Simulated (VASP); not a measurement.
# TaN (P6_3mc) in VASP: single point with PBE

Aim: the single point of TaN with PBE.

All numbers are computed with VASP 6.6.1; they aren't measurements. Logs are shortened: lines on timing, memory, paths and dates and some standing lists are left out, and cuts for length are marked.

### Step 1. The cell of the first run

It takes space group P6_3mc (No. 186, hexagonal). Conventional cell: a = 3.050 Å, b = 3.050 Å, c = 4.940 Å, α = 90.00°, β = 90.00°, γ = 120.00°. Ta (site symmetry 3m) has 4 N at 1.85 to 1.90 Å within 2.5 Å. Within 2.5 Å of N (site symmetry 3m) lie 4 Ta at 1.85 to 1.90 Å.

### Step 2. Single point, PBE

Input file INCAR:

```
ALGO = Normal
EDIFF = 1E-6
ENCUT = 700
GGA = PE
GGA_COMPAT = False
ISIF = 2
ISMEAR = 0
ISYM = -1
KPAR = 1
LASPH = True
LCHARG = True
LELF = True
LREAL = False
LVHAR = True
LWAVE = False
NBANDS = 24
NELM = 120
PREC = Accurate
SIGMA = 0.1
```

Input file KPOINTS:

```
explicit points
576
Reciprocal
  0.04166667   0.04166667   0.06250000 2
  0.04166667   0.04166667   0.18750000 2
  0.04166667   0.04166667   0.31250000 2
  0.04166667   0.04166667   0.43750000 2
  0.04166667   0.04166667   0.56250000 2
  0.04166667   0.04166667   0.68750000 2
[... 568 lines left out ...]
  0.45833333   0.95833333   0.81250000 2
  0.45833333   0.95833333   0.93750000 2
```

Input file POSCAR:

```
TaN
1.0
    3.0500010905      0.0000000000      0.0000000000
   -1.5250005453      2.6413784260      0.0000000000
    0.0000000000      0.0000000000      4.9400000000
Ta N
2 2
Direct
    0.3333333333      0.6666666667      0.0000000000
    0.6666666667      0.3333333333      0.5000000000
    0.3333333333      0.6666666667      0.3850000000
    0.6666666667      0.3333333333      0.8850000000
```

Potentials or basis: VASP PAW PBE potentials, release 64 (Ta_pv, N).

On the command line:

```bash
cat potpaw_PBE.64/Ta_pv/POTCAR potpaw_PBE.64/N/POTCAR > POTCAR
mpirun -np 4 vasp_std > vasp.out
```

OUTCAR:

```text
EDIFF = 1E-6
   ENCUT = 700
   GGA = PE
   ISIF = 2
   ISMEAR = 0
   ISYM = -1
   LASPH = True
   LREAL = False
   NELM = 120
   PREC = Accurate

 ion  position               nearest neighbor table
   1  0.333  0.667  0.000-   4 1.85   4 1.85   4 1.85   3 1.90   2 3.03   2 3.03   2 3.03   2 3.03
                             2 3.03   2 3.03
   2  0.667  0.333  0.500-   3 1.85   3 1.85   3 1.85   4 1.90   1 3.03   1 3.03   1 3.03   1 3.03
                             1 3.03   1 3.03
   3  0.333  0.667  0.385-   2 1.85   2 1.85   2 1.85   1 1.90
   4  0.667  0.333  0.885-   1 1.85   1 1.85   1 1.85   2 1.90

IMPORTANT INFORMATION: All symmetrisations will be switched off!
NOSYMM: (Re-)initialisation of all symmetry stuff for point group C_1.

----------------------------------------------------------------------------------------

                                     Primitive cell

  volume of cell :      39.7977

  direct lattice vectors                    reciprocal lattice vectors
     3.050001090  0.000000000  0.000000000     0.327868735  0.189295103  0.000000000
    -1.525000545  2.641378426  0.000000000     0.000000000  0.378590205  0.000000000
     0.000000000  0.000000000  4.940000000     0.000000000  0.000000000  0.202429150

  length of vectors
     3.050001090  3.050001091  4.940000000     0.378590205  0.378590205  0.202429150

  position of ions in fractional coordinates (direct lattice)
     0.333333333  0.666666667  0.000000000
     0.666666667  0.333333333  0.500000000
     0.333333333  0.666666667  0.385000000
     0.666666667  0.333333333  0.885000000

  ion indices of the primitive-cell ions
   primitive index   ion index
                 1           1
                 2           2
                 3           3
                 4           4

----------------------------------------------------------------------------------------

 KPOINTS: explicit points

Read explicit list of k-points.

 Found    576 k-points:

 Following reciprocal coordinates:
            Coordinates               Weight
  0.041667  0.041667  0.062500      0.001736
  0.041667  0.041667  0.187500      0.001736
  0.041667  0.041667  0.312500      0.001736
  0.041667  0.041667  0.437500      0.001736
  0.041667  0.041667  0.562500      0.001736
  0.041667  0.041667  0.687500      0.001736
[... 16 lines left out ...]
  0.041667  0.208333  0.812500      0.001736
  0.041667  0.208333  0.937500      0.001736
 [... further k-points ...]
   k-points           NKPTS =    576   k-points in BZ     NKDIM =    576   number of bands    NBANDS=     24
   number of dos      NEDOS =    301   number of ions     NIONS =      4
   total plane-waves  NPLWV =  37632
   dimension x,y,z NGX =    28 NGY =   28 NGZ =   48
   dimension x,y,z NGXF=    56 NGYF=   56 NGZF=   96
   ions per type =               2   2
   NGX,Y,Z   is equivalent  to a cutoff of  15.26, 15.26, 16.15 a.u.
   NGXF,Y,Z  is equivalent  to a cutoff of  30.52, 30.52, 32.31 a.u.
 SYSTEM =  unknown system
   PREC   = accura    normal or accurate (medium, high low for compatibility)
   ISTART =      0    job   : 0-new  1-cont  2-samecut
   ICHARG =      2    charge: 1-file 2-atom 10-const
   ISPIN  =      1    spin polarized calculation?
   LNONCOLLINEAR =      F non collinear calculations
   LSORBIT =      F    spin-orbit coupling
   LASPH  =      T    aspherical Exc in radial PAW
   ENCUT  =  700.0 eV  51.45 Ry    7.17 a.u.   6.58  6.58 10.66*2*pi/ulx,y,z
   NELM   =    120;   NELMIN=  2; NELMDL= -5     # of ELM steps
   EDIFF  = 0.1E-05   stopping-criterion for ELM
   LREAL  =      F    real-space projection
   EDIFFG = 0.1E-04   stopping-criterion for IOM
   NSW    =      0    number of steps for IOM
   IBRION =     -1    ionic relax: 0-MD 1-quasi-New 2-CG
   NFREE  =      0    steps in history (QN), initial steepest desc. (CG)
   ISIF   =      2    stress and relaxation
   ISYM   =     -1    0-nonsym 1-usesym 2-fastsym
   POTIM  = 0.5000    time-step for ionic-motion
   TEBEG  =    0.0;   TEEND  =   0.0 temperature during run
   PSTRESS=    0.0 pullay stress
   NELECT =      32.0000    total number of electrons
   NUPDOWN=      -1.0000    fix difference up-down
   EMIN   =  10.00;   EMAX   =-10.00  energy-range for DOS
   EFERMI =   0.00;   METHOD = LEGACY
   ISMEAR =     0;   SIGMA  =   0.10  broadening in eV -4-tet -1-fermi 0-gaus
   EFERMI_NEDOS =   21; number of points for ismear=-14 and -15
   IALGO  =     38    algorithm
   IMIX   =      4    mixing-type and parameters
     AMIX     =   0.40;   BMIX     =  1.00
     AMIX_MAG =   1.60;   BMIX_MAG =  1.00
  volume/ion in A,a.u.               =       9.95        67.14
  Fermi-wavevector in a.u.,A,eV,Ry     =   1.522319  2.876766 31.530886  2.317455
  Thomas-Fermi vector in A             =   2.630914
   LORBIT       =      0    0 simple, 1 ext, 2 COOP (PROOUT), +10 PAW based schemes
   GGA     = PE    functional components
   LHFCALC =     F    Hartree Fock is set to
   AEXX    =    0.0000 exact exchange contribution
   IVDW    =     0    specifies the selected vdW correction
   LEPSILON=     F    determine dielectric tensor
   LRPA    =     F    only Hartree local field effects (RPA)
 non-spin polarized calculation
 Gauss-broadening in eV      SIGMA  =   0.10
  energy-cutoff  :      700.00
  volume of cell :       39.80
 maximum number of plane-waves:      1707
 NGX is ok and might be reduce to    28
   NGX = 13   NGY = 13   NGZ = 21

 number of electron      31.9999999 magnetization

 Free energy of the ion-electron system (eV)
  ---------------------------------------------------
  ext. energy  EPLUGINS =         0.00000000
  ---------------------------------------------------
  free energy    TOTEN  =       -37.68668574 eV

  energy without entropy =      -37.68008788  energy(sigma->0) =      -37.68338681

 E-fermi :   9.7726     XC(G=0): -13.5440

 val. band max:        9.7725271477   @ k =   0.0417   0.0417   0.0625
 cond. band min:       9.7753188785   @ k =   0.2083   0.1250   0.4375
 fundamental gap:      0.0027917308
 Fermi energy:         9.7726250275

 k-point     1 :       0.0417    0.0417    0.0625
  band No.  band energies     occupation
      1     -26.2993      2.00000
      2     -25.2760      2.00000
      3     -25.2373      2.00000
      4     -25.1007      2.00000
      5     -25.0423      2.00000
      6     -24.9922      2.00000
[... 16 lines left out ...]
     23      16.4522      0.00000
     24      16.6104      0.00000

 k-point     2 :       0.0417    0.0417    0.1875
  band No.  band energies     occupation
      1     -26.2131      2.00000
      2     -25.2596      2.00000
      3     -25.2234      2.00000
      4     -25.1681      2.00000
      5     -25.0573      2.00000
      6     -25.0490      2.00000
[... 16 lines left out ...]
     23      16.3452      0.00000
     24      16.4598      0.00000

 k-point     3 :       0.0417    0.0417    0.3125
  band No.  band energies     occupation
      1     -26.0502      2.00000
      2     -25.3449      2.00000
      3     -25.2291      2.00000
      4     -25.1950      2.00000
      5     -25.0982      2.00000
      6     -25.0849      2.00000
[... 16 lines left out ...]
     23      16.4950      0.00000
     24      16.6232      0.00000

 k-point     4 :       0.0417    0.0417    0.4375
  band No.  band energies     occupation
      1     -25.8301      2.00000
      2     -25.5819      2.00000
      3     -25.1888      2.00000
      4     -25.1604      2.00000
      5     -25.1427      2.00000
      6     -25.1207      2.00000
[... 16 lines left out ...]
     23      17.0682      0.00000
     24      17.1871      0.00000

 k-point     5 :       0.0417    0.0417    0.5625
  band No.  band energies     occupation
      1     -25.8301      2.00000
      2     -25.5819      2.00000
      3     -25.1888      2.00000
      4     -25.1604      2.00000
      5     -25.1427      2.00000
      6     -25.1207      2.00000
[... 16 lines left out ...]
     23      17.0682      0.00000
     24      17.1871      0.00000

 k-point     6 :       0.0417    0.0417    0.6875
  band No.  band energies     occupation
      1     -26.0502      2.00000
      2     -25.3449      2.00000
      3     -25.2291      2.00000
      4     -25.1950      2.00000
      5     -25.0982      2.00000
      6     -25.0849      2.00000
[... 16 lines left out ...]
     23      16.4950      0.00000
     24      16.6232      0.00000
[... 379 lines left out ...]
 k-point    21 :       0.0417    0.2083    0.5625
  band No.  band energies     occupation
      1     -25.9681      2.00000
      2     -25.8515      2.00000
      3     -25.3856      2.00000
      4     -25.2824      2.00000
      5     -25.2504      2.00000
      6     -25.2147      2.00000
[... 16 lines left out ...]
     23      17.5439      0.00000
     24      17.8444      0.00000

 k-point    22 :       0.0417    0.2083    0.6875
  band No.  band energies     occupation
      1     -26.0640      2.00000
      2     -25.7322      2.00000
      3     -25.4995      2.00000
      4     -25.3087      2.00000
      5     -25.1784      2.00000
      6     -25.1615      2.00000
[... 16 lines left out ...]
     23      17.1690      0.00000
     24      17.9652      0.00000

 k-point    23 :       0.0417    0.2083    0.8125
  band No.  band energies     occupation
      1     -26.1293      2.00000
      2     -25.6469      2.00000
      3     -25.5779      2.00000
      4     -25.3388      2.00000
      5     -25.1398      2.00000
      6     -25.0999      2.00000
[... 16 lines left out ...]
     23      17.1208      0.00000
     24      18.0552      0.00000

 k-point    24 :       0.0417    0.2083    0.9375
  band No.  band energies     occupation
      1     -26.1615      2.00000
      2     -25.6638      2.00000
      3     -25.5565      2.00000
      4     -25.3535      2.00000
      5     -25.1206      2.00000
      6     -25.0683      2.00000
[... 16 lines left out ...]
     23      17.0902      0.00000
     24      18.0710      0.00000

 [... further k-points ...]
[... 5 lines left out ...]
  --------------------------------------------------------------------------------------
  -------------------------------------------------------------------------------------
  Total       36.9789878     36.9794928     30.5423105      0.0004391     -0.0000008      0.0000072
  in kB     1488.7028921   1488.7232219   1229.5746512      0.0176777     -0.0000305      0.0002892
  external PRESSURE =    1402.3335884 kB  Pullay stress =       0.0000000 kB

 VOLUME and BASIS-vectors are now :
 -----------------------------------------------------------------------------
  energy-cutoff  :      700.00
  volume of cell :       39.80
      direct lattice vectors                 reciprocal lattice vectors
     3.050001090  0.000000000  0.000000000     0.327868735  0.189295103  0.000000000
    -1.525000545  2.641378426  0.000000000     0.000000000  0.378590205  0.000000000
     0.000000000  0.000000000  4.940000000     0.000000000  0.000000000  0.202429150

 POSITION                                       TOTAL-FORCE (eV/Angst)
 -----------------------------------------------------------------------------------
     -0.00000      1.76092      0.00000         0.000148     -0.000086      2.399604
      1.52500      0.88046      2.47000        -0.000139      0.000082      2.399495
     -0.00000      1.76092      1.90190        -0.007479      0.004316     -2.399671
      1.52500      0.88046      4.37190         0.007470     -0.004312     -2.399428
 -----------------------------------------------------------------------------------
    total drift:                                0.000003     -0.000005      0.000492

  FREE ENERGIE OF THE ION-ELECTRON SYSTEM (eV)
  ---------------------------------------------------
  free  energy   TOTEN  =       -37.6866857411 eV

  energy  without entropy=      -37.6800878846  energy(sigma->0) =      -37.68338681
```

Run time: 2.8 min. Hardware: 4 MPI ranks of Intel Xeon Platinum 8259CL at 2.50GHz (Skylake/Cascade Lake), shared host; peak memory 0.44 GiB.

Results:

* Free energy: -37.6867 eV
* Pressure: 140.2 GPa
* Largest force: 2.400 eV/Å
* Band gap on the k mesh: zero (bands 16 and 17 overlap by 2.23 eV)

Forces in eV/Å, atoms in the order of the input:
```
Ta   0.000  0.000  2.400
Ta   0.000  0.000  2.399
N   -0.007  0.004 -2.400
N    0.007 -0.004 -2.399
```

Stress tensor (GPa, compression positive):
```
148.87   0.00   0.00
  0.00 148.87   0.00
  0.00   0.00 122.96
```

Caveat: the stress differs along the axes, from 123 to 149 GPa; spin-orbit coupling is left out, which moves the levels of the heavy elements; forces of over 1 eV/Å act on the atoms, so gaps and moduli don't describe the material at rest.
